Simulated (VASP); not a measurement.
# SnO (P4/nmm) in VASP: settings compared, part 2 of 2

VASP 6.6.1. The steps go on from the part before.

## Step 4: Single point, BLYP+D4

This run uses another cell than the first one, of 18.24 Å³/atom, 1.026 times its volume.

Contents of INCAR:

```
SYSTEM = SnO
  AGGAC = 1.0
  AGGAX = 1.0
  ALDAC = 0.0
  ALDAX = 1.0
  ALGO = Normal
  EDIFF = 1E-6
  ENCUT = 520
  GGA = B5
  ISIF = 2
  ISMEAR = -1
  IVDW = 13
  LASPH = .TRUE.
  LCHARG = .FALSE.
  LREAL = .FALSE.
  LWAVE = .FALSE.
  NBANDS = 28
  NELM = 60
  PREC = Accurate
  SIGMA = 0.05
  VDW_A1 = 0.44488865
  VDW_A2 = 4.0933009
  VDW_S6 = 1.0
  VDW_S8 = 2.34076671
```

Contents of KPOINTS:

```
k-points
0
G
  7 7 6
  0 0 0
```

Contents of POSCAR:

```
SnO
1.0
    3.8781625716      0.0000000000      0.0000000000
    0.0000000000      3.8781625716      0.0000000000
    0.0000000000      0.0000000000      4.8504980459
Sn O
2 2
Direct
    0.5000000000      0.0000000000      0.7608238822
    0.0000000000      0.5000000000      0.2391761178
    0.0000000000      0.0000000000      0.0000000000
    0.5000000000      0.5000000000      0.0000000000
```

Potentials or basis: VASP PAW PBE potentials, release 64 (Sn_d, O).

Run with:

```console
$ cat potpaw_PBE.64/Sn_d/POTCAR potpaw_PBE.64/O/POTCAR > POTCAR
$ mpirun -np 1 vasp_std > vasp.out
```

OUTCAR:

```text
SYSTEM = SnO
   EDIFF = 1E-6
   ENCUT = 520
   GGA = B5
   ISIF = 2
   ISMEAR = -1
   IVDW = 13
   LASPH = .TRUE.
   LREAL = .FALSE.
   NELM = 60
   PREC = Accurate

 ion  position               nearest neighbor table
   1  0.500  0.000  0.761-   3 2.26   4 2.26   4 2.26   3 2.26   2 3.59   2 3.59   2 3.59   2 3.59
                             2 3.73   2 3.73   2 3.73   2 3.73
   2  0.000  0.500  0.239-   3 2.26   4 2.26   3 2.26   4 2.26   1 3.59   1 3.59   1 3.59   1 3.59
                             1 3.73   1 3.73   1 3.73   1 3.73
   3  0.000  0.000  0.000-   1 2.26   2 2.26   2 2.26   1 2.26
   4  0.500  0.500  0.000-   1 2.26   2 2.26   1 2.26   2 2.26

  LATTYP: Found a simple tetragonal cell.
 ALAT       =     3.8781625716
 C/A-ratio  =     1.2507206586

  Lattice vectors:

 A1 = (   3.8781625716,   0.0000000000,   0.0000000000)
 A2 = (   0.0000000000,   3.8781625716,   0.0000000000)
 A3 = (   0.0000000000,   0.0000000000,   4.8504980459)

Analysis of symmetry for initial positions (statically):
=====================================================================
 Subroutine PRICEL returns:
 Original cell was already a primitive cell.

[... 178 lines left out ...]
 cond. band min:       7.4950756516   @ k =   0.4286   0.4286   0.0000
 fundamental gap:      0.6537570117
 Fermi energy:         7.1666841955

 k-point     1 :       0.0000    0.0000    0.0000
  band No.  band energies     occupation
      1     -14.8063      2.00000
      2     -14.4576      2.00000
      3     -14.4576      2.00000
      4     -14.4510      2.00000
      5     -14.4219      2.00000
      6     -14.4124      2.00000
[... 733 lines left out ...]
     27      16.0212      0.00000
     28      16.8292      0.00000

 [... further k-points ...]

------------------------ aborting loop because EDIFF is reached ----------------------------------------

  DFT-D4 for vdW energy calculation

  Edisp (eV):   -1.98378

  FORCE on cell =-STRESS in cart. coord.  units (eV):
  Direction    XX          YY          ZZ          XY          YZ          ZX
  --------------------------------------------------------------------------------------
  -------------------------------------------------------------------------------------
  Total       0.10219     0.10219     0.11378     0.00000    -0.00000     0.00000
  in kB       2.24431     2.24431     2.49884     0.00000    -0.00000     0.00000
  external pressure =        2.33 kB  Pullay stress =        0.00 kB

 VOLUME and BASIS-vectors are now :
 -----------------------------------------------------------------------------
  energy-cutoff  :      520.00
  volume of cell :       72.95
      direct lattice vectors                 reciprocal lattice vectors
     3.878162572  0.000000000  0.000000000     0.257854069  0.000000000  0.000000000
     0.000000000  3.878162572  0.000000000     0.000000000  0.257854069  0.000000000
     0.000000000  0.000000000  4.850498046     0.000000000  0.000000000  0.206164396

 POSITION                                       TOTAL-FORCE (eV/Angst)
 -----------------------------------------------------------------------------------
      1.93908      0.00000      3.69037        -0.000000     -0.000000     -0.094226
      0.00000      1.93908      1.16012         0.000000     -0.000000      0.094226
      0.00000      0.00000      0.00000        -0.000000     -0.000000      0.000000
      1.93908      1.93908      0.00000        -0.000000      0.000000      0.000000
 -----------------------------------------------------------------------------------
    total drift:                                0.000000      0.000000      0.000000

  FREE ENERGIE OF THE ION-ELECTRON SYSTEM (eV)
  ---------------------------------------------------
  free  energy   TOTEN  =       -23.0090048152 eV

  energy  without entropy=      -23.0089742441  energy(sigma->0) =      -23.00898953
```

stdout:

```text
POSCAR found type information on POSCAR SnO
 POSCAR found :  2 types and       4 ions
 scaLAPACK will be used
 -----------------------------------------------------------------------------
|                                                                             |
|                                                                             |
|     You enforced a specific xc type in the INCAR file but a different       |
|     I HOPE YOU KNOW WHAT YOU ARE DOING!                                     |
|                                                                             |
 -----------------------------------------------------------------------------

 LDA part: xc-table for (Slater(with rela. corr.)+VWN5), standard interpolation
 POSCAR, INCAR and KPOINTS ok, starting setup
 FFT: planning ... GRIDC
 FFT: planning ... GRID_SOFT
 FFT: planning ... GRID
 WAVECAR not read
 entering main loop
```

It took 2.1 min on 1 thread of AMD EPYC 7R43 (Zen 3), shared host; peak memory 0.16 GiB.

What came out:

- Free energy: -23.0090 eV
- Pressure: 0.2 GPa
- Largest force: 0.094 eV/Å
- Band gap on the k mesh: 0.65 eV, indirect (least direct gap 2.19 eV)
- Dispersion energy per atom: -0.496 eV

Forces on the atoms (eV/Å):
```
Sn   0.000  0.000 -0.094
Sn   0.000  0.000  0.094
O    0.000  0.000  0.000
O    0.000  0.000  0.000
```

Caveat: the PAW data sets were made with another functional, which shifts forces and pressure a little; spin-orbit coupling is left out, which moves the levels of the heavy elements.

## Step 5: Single point, BLYP

This run uses another cell than the first one, of 18.84 Å³/atom, 1.060 times its volume.

Contents of INCAR:

```
SYSTEM = SnO
PREC     = Accurate       ! precision mode
ENCUT    = 910            ! plane-wave cutoff, eV
EDIFF    = 1E-6           ! SCF threshold, eV
ISMEAR   = -1             ! smearing method
SIGMA    = 0.05           ! smearing width, eV
LREAL    = .FALSE.        ! projectors in reciprocal space
LASPH    = .TRUE.         ! aspherical terms in the spheres
NELM     = 120            ! most SCF steps
ALGO     = Normal         ! electronic algorithm
ISIF     = 2              ! what is computed and relaxed
LWAVE    = .FALSE.        ! write WAVECAR
LCHARG   = .FALSE.        ! write CHGCAR
GGA      = B5             ! functional
ALDAX    = 1.0          
AGGAX    = 1.0          
AGGAC    = 1.0          
ALDAC    = 0.0          
NBANDS   = 28             ! bands
GGA_COMPAT= .FALSE.
```

Contents of KPOINTS:

```
regular mesh
0
G
  7 7 6
  0 0 0
```

Contents of POSCAR:

```
SnO
1.0
    3.8884925471      0.0000000000      0.0000000000
    0.0000000000      3.8884925471      0.0000000000
    0.0000000000      0.0000000000      4.9827594627
Sn O
2 2
Direct
    0.5000000000      0.0000000000      0.7646261400
    0.0000000000      0.5000000000      0.2353738600
    0.0000000000      0.0000000000      0.0000000000
    0.5000000000      0.5000000000      0.0000000000
```

Potentials or basis: VASP PAW PBE potentials, release 64 (Sn_d, O_h).

Run with:

```console
$ cat potpaw_PBE.64/Sn_d/POTCAR potpaw_PBE.64/O_h/POTCAR > POTCAR
$ mpirun -np 1 vasp_std > vasp.out
```

OUTCAR:

```text
SYSTEM = SnO
   PREC = Accurate
   ENCUT = 910
   EDIFF = 1E-6
   ISMEAR = -1
   LREAL = .FALSE.
   LASPH = .TRUE.
   NELM = 120
   ISIF = 2
   GGA = B5

 ion  position               nearest neighbor table
   1  0.500  0.000  0.765-   3 2.27   4 2.27   4 2.27   3 2.27   2 3.61   2 3.61   2 3.61   2 3.61

   2  0.000  0.500  0.235-   3 2.27   4 2.27   3 2.27   4 2.27   1 3.61   1 3.61   1 3.61   1 3.61

   3  0.000  0.000  0.000-   1 2.27   2 2.27   2 2.27   1 2.27
   4  0.500  0.500  0.000-   1 2.27   2 2.27   1 2.27   2 2.27

  LATTYP: Found a simple tetragonal cell.
 ALAT       =     3.8884925471
 C/A-ratio  =     1.2814116016

  Lattice vectors:

 A1 = (   3.8884925471,   0.0000000000,   0.0000000000)
 A2 = (   0.0000000000,   3.8884925471,   0.0000000000)
 A3 = (   0.0000000000,   0.0000000000,   4.9827594627)

Analysis of symmetry for initial positions (statically):
=====================================================================
 Subroutine PRICEL returns:
 Original cell was already a primitive cell.

 Routine SETGRP: Setting up the symmetry group for a
 simple tetragonal supercell.

 Subroutine GETGRP returns: Found 16 space group operations
 (whereof  8 operations were pure point group operations)
 out of a pool of 16 trial point group operations.

The static configuration has the point symmetry D_2d.
 The point group associated with its full space group is D_4h.

Analysis of symmetry for dynamics (positions and initial velocities):
=====================================================================
 Subroutine PRICEL returns:
 Original cell was already a primitive cell.

 Routine SETGRP: Setting up the symmetry group for a
 simple tetragonal supercell.

 Subroutine GETGRP returns: Found 16 space group operations
 (whereof  8 operations were pure point group operations)
 out of a pool of 16 trial point group operations.

The dynamic configuration has the point symmetry D_2d.
 The point group associated with its full space group is D_4h.

 Subroutine INISYM returns: Found 16 space group operations
 (whereof  8 operations are pure point group operations),
 and found     1 'primitive' translations

----------------------------------------------------------------------------------------

                                     Primitive cell

  volume of cell :      75.3412

  direct lattice vectors                    reciprocal lattice vectors
     3.888492547  0.000000000  0.000000000     0.257169067  0.000000000  0.000000000
     0.000000000  3.888492547  0.000000000     0.000000000  0.257169067  0.000000000
     0.000000000  0.000000000  4.982759463     0.000000000  0.000000000  0.200692008

  length of vectors
     3.888492547  3.888492547  4.982759463     0.257169067  0.257169067  0.200692008

  position of ions in fractional coordinates (direct lattice)
     0.500000000  0.000000000  0.764626140
     0.000000000  0.500000000  0.235373860
     0.000000000  0.000000000  0.000000000
     0.500000000  0.500000000  0.000000000

  ion indices of the primitive-cell ions
   primitive index   ion index
                 1           1
                 2           2
                 3           3
                 4           4

----------------------------------------------------------------------------------------

 KPOINTS: regular mesh

Automatic generation of k-mesh.
 Grid dimensions read from file:
 generate k-points for:    7    7    6

 Generating k-lattice:

  Cartesian coordinates                     Fractional coordinates (reciprocal lattice)
     0.036738438  0.000000000  0.000000000     0.142857143  0.000000000  0.000000000
     0.000000000  0.036738438  0.000000000     0.000000000  0.142857143  0.000000000
     0.000000000  0.000000000  0.033448668     0.000000000  0.000000000  0.166666667

  Length of vectors
     0.036738438  0.036738438  0.033448668

  Shift w.r.t. Gamma in fractional coordinates (k-lattice)
     0.000000000  0.000000000  0.000000000

 Subroutine IBZKPT returns following result:
 ===========================================

 Found     40 irreducible k-points:

 Following reciprocal coordinates:
            Coordinates               Weight
  0.000000  0.000000  0.000000      1.000000
  0.142857  0.000000  0.000000      4.000000
  0.285714  0.000000  0.000000      4.000000
  0.428571  0.000000  0.000000      4.000000
  0.142857  0.142857  0.000000      4.000000
  0.285714  0.142857  0.000000      8.000000
[... 16 lines left out ...]
  0.285714  0.000000  0.333333      8.000000
  0.428571  0.000000  0.333333      8.000000
 [... further k-points ...]
   k-points           NKPTS =     40   k-points in BZ     NKDIM =     40   number of bands    NBANDS=     28
   number of dos      NEDOS =    301   number of ions     NIONS =      4
   total plane-waves  NPLWV =  80000
   dimension x,y,z NGX =    40 NGY =   40 NGZ =   50
   dimension x,y,z NGXF=    80 NGYF=   80 NGZF=  100
   ions per type =               2   2
   NGX,Y,Z   is equivalent  to a cutoff of  17.10, 17.10, 16.68 a.u.
   NGXF,Y,Z  is equivalent  to a cutoff of  34.20, 34.20, 33.36 a.u.
 SYSTEM =  SnO
   PREC   = accura    normal or accurate (medium, high low for compatibility)
   ISTART =      0    job   : 0-new  1-cont  2-samecut
   ICHARG =      2    charge: 1-file 2-atom 10-const
   ISPIN  =      1    spin polarized calculation?
   LNONCOLLINEAR =      F non collinear calculations
   LSORBIT =      F    spin-orbit coupling
   LASPH  =      T    aspherical Exc in radial PAW
   ENCUT  =  910.0 eV  66.88 Ry    8.18 a.u.   9.56  9.56 12.26*2*pi/ulx,y,z
   NELM   =    120;   NELMIN=  2; NELMDL= -5     # of ELM steps
   EDIFF  = 0.1E-05   stopping-criterion for ELM
   LREAL  =      F    real-space projection
   EDIFFG = 0.1E-04   stopping-criterion for IOM
   NSW    =      0    number of steps for IOM
   IBRION =     -1    ionic relax: 0-MD 1-quasi-New 2-CG
   NFREE  =      0    steps in history (QN), initial steepest desc. (CG)
   ISIF   =      2    stress and relaxation
   ISYM   =      2    0-nonsym 1-usesym 2-fastsym
   POTIM  = 0.5000    time-step for ionic-motion
   TEBEG  =    0.0;   TEEND  =   0.0 temperature during run
   PSTRESS=    0.0 pullay stress
   NELECT =      40.0000    total number of electrons
   NUPDOWN=      -1.0000    fix difference up-down
   EMIN   =  10.00;   EMAX   =-10.00  energy-range for DOS
   EFERMI =   0.00;   METHOD = LEGACY
   ISMEAR =    -1;   SIGMA  =   0.05  broadening in eV -4-tet -1-fermi 0-gaus
   EFERMI_NEDOS =   21; number of points for ismear=-14 and -15
   IALGO  =     38    algorithm
   IMIX   =      4    mixing-type and parameters
     AMIX     =   0.40;   BMIX     =  1.00
     AMIX_MAG =   1.60;   BMIX_MAG =  1.00
  volume/ion in A,a.u.               =      18.84       127.11
  Fermi-wavevector in a.u.,A,eV,Ry     =   1.325615  2.505049 23.908900  1.757255
  Thomas-Fermi vector in A             =   2.455063
   LORBIT       =      0    0 simple, 1 ext, 2 COOP (PROOUT), +10 PAW based schemes
   GGA     = B5    functional components
   LHFCALC =     F    Hartree Fock is set to
   AEXX    =    0.0000 exact exchange contribution
   IVDW    =     0    specifies the selected vdW correction
   LEPSILON=     F    determine dielectric tensor
   LRPA    =     F    only Hartree local field effects (RPA)
 non-spin polarized calculation
  energy-cutoff  :      910.00
  volume of cell :       75.34
 maximum number of plane-waves:      4757
 NGX is ok and might be reduce to    40
   NGX = 19   NGY = 19   NGZ = 25

 number of electron      40.0000008 magnetization

 Free energy of the ion-electron system (eV)
  ---------------------------------------------------
  ext. energy  EPLUGINS =         0.00000000
  ---------------------------------------------------
  free energy    TOTEN  =       -21.09156552 eV

  energy without entropy =      -21.09155480  energy(sigma->0) =      -21.09156016

 E-fermi :   7.0447     XC(G=0):  -9.3450

 val. band max:        6.6700837014   @ k =   0.0000   0.0000   0.0000
 cond. band min:       7.4325161012   @ k =   0.4286   0.4286   0.0000
 fundamental gap:      0.7624323998
 Fermi energy:         7.0447357923

 k-point     1 :       0.0000    0.0000    0.0000
  band No.  band energies     occupation
      1     -14.9111      2.00000
      2     -14.5878      2.00000
      3     -14.5851      2.00000
      4     -14.5851      2.00000
      5     -14.5564      2.00000
      6     -14.5423      2.00000
[... 20 lines left out ...]
     27      13.7447      0.00000
[... 691 lines left out ...]
      6     -14.5529      2.00000
[... 20 lines left out ...]
     27      15.8080      0.00000
     28      16.6530      0.00000

 [... further k-points ...]
[... 5 lines left out ...]
  --------------------------------------------------------------------------------------
  -------------------------------------------------------------------------------------
  Total        1.2348660      1.2348660      1.0611981      0.0000000      0.0000000      0.0000000
  in kB       26.2601948     26.2601948     22.5670393      0.0000000      0.0000000      0.0000000
  external PRESSURE =      25.0291430 kB  Pullay stress =       0.0000000 kB

 VOLUME and BASIS-vectors are now :
 -----------------------------------------------------------------------------
  energy-cutoff  :      910.00
  volume of cell :       75.34
      direct lattice vectors                 reciprocal lattice vectors
     3.888492547  0.000000000  0.000000000     0.257169067  0.000000000  0.000000000
     0.000000000  3.888492547  0.000000000     0.000000000  0.257169067  0.000000000
     0.000000000  0.000000000  4.982759463     0.000000000  0.000000000  0.200692008

 POSITION                                       TOTAL-FORCE (eV/Angst)
 -----------------------------------------------------------------------------------
      1.94425      0.00000      3.80995         0.000000      0.000000      0.139822
      0.00000      1.94425      1.17281         0.000000      0.000000     -0.139822
      0.00000      0.00000      0.00000         0.000000     -0.000000      0.000000
      1.94425      1.94425      0.00000        -0.000000      0.000000      0.000000
 -----------------------------------------------------------------------------------
    total drift:                               -0.000000      0.000000     -0.000000

  FREE ENERGIE OF THE ION-ELECTRON SYSTEM (eV)
  ---------------------------------------------------
  free  energy   TOTEN  =       -21.0915655171 eV

  energy  without entropy=      -21.0915547967  energy(sigma->0) =      -21.09156016
```

Wall time 1.7 min (1 thread of Intel Xeon 6975P-C (Granite Rapids), shared host); peak memory 0.35 GiB.

Results:

| Quantity | Value |
| --- | --- |
| Free energy | -21.0916 eV |
| Pressure | 2.5 GPa |
| Largest force | 0.140 eV/Å |
| Band gap on the k mesh | 0.76 eV, indirect (least direct gap 2.12 eV) |

Forces in eV/Å, atoms in the order of the input:
```
Sn   0.000  0.000  0.140
Sn   0.000  0.000 -0.140
O    0.000  0.000  0.000
O    0.000  0.000  0.000
```

Caveat: the cutoff is under 1.25 times the usual one of these potentials, so pressure, stress and relaxed cells hold a basis-set (Pulay) error; the PAW data sets were made with another functional, which shifts forces and pressure a little; spin-orbit coupling is left out, which moves the levels of the heavy elements.

## Step 6: Overview

```tsv
task	level	potentials or basis	cell	cutoff (eV)	second run	gap on the mesh (eV)	pressure (GPa)	largest force (eV/Å)
relaxation of cell and atoms	PBEsol	VASP PAW PBE potentials, release 64 (Sn_d, O)	relaxed from a = 3.814, b = 3.814, c = 4.887 Å, 4 atoms	600	-	0.11	0.0	-
single point	BLYP+D3(BJ)	VASP PAW PBE potentials, release 64 (Sn_d, O)	a = 3.873, b = 3.873, c = 4.811 Å, 4 atoms	520	-	0.60	0.2	0.09
single point	BLYP+D4	VASP PAW PBE potentials, release 64 (Sn_d, O)	a = 3.878, b = 3.878, c = 4.850 Å, 4 atoms	520	-	0.65	0.2	0.09
single point	BLYP	VASP PAW PBE potentials, release 64 (Sn_d, O_h)	a = 3.888, b = 3.888, c = 4.983 Å, 4 atoms	910	hard_potentials	0.76	2.5	0.14
```

Alike in all rows: no spin polarisation; k mesh 7 × 7 × 6; smearing fermi-dirac 0.05 eV.

Caveats: the PAW data sets were made with another functional, which shifts forces and pressure a little; spin-orbit coupling is left out, which moves the levels of the heavy elements; the cutoff is under 1.25 times the usual one of these potentials, so pressure, stress and relaxed cells hold a basis-set (Pulay) error (some runs).

Total energies depend on the potentials used, so only differences within one code and one set of settings carry meaning.
